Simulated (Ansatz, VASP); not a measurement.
## HgW in VASP and in Ansatz

```xyz
2
Lattice="3.2903 0.0000 0.0000 0.0000 3.2903 0.0000 0.0000 0.0000 3.2903" Properties=species:S:1:pos:R:3 pbc="T T T"
Hg    0.0000    0.0000    0.0000
W     1.6452    1.6452    1.6452
```

Alike in both runs: functional PBE; k mesh 16 × 16 × 16; occupations gaussian, width 0.1 eV; no spin polarisation.

Ansatz relaxed the structure, and its values are those at the end. VASP's run is a single point on that final structure, the one shown.

|  | VASP | Ansatz |
| --- | --- | --- |
| version | VASP 6.6.1 | Ansatz 0.2.0 |
| potentials or method | VASP PAW PBE potentials, release 64 (Hg, W_sv), cutoff 520 eV | scalar-relativistic, plane waves, PAW |
| valence electrons in the cell | 26 | 34 |

|  | VASP | Ansatz | Ansatz less VASP |
| --- | --- | --- | --- |
| gap on the k mesh at the Fermi level (eV) | none | none | - |
| pressure (GPa) | 1.3 | 0.0 | -1.35 |

A gap of «none» marks a metal or a gap that the smearing closes. The functional is the same, so the differences come from potentials, cutoffs and numerics. VASP's potentials hold 26 valence electrons a cell and Ansatz's 34, so a difference there can come from the potentials and not from the codes.

Neither program's run includes spin-orbit coupling.
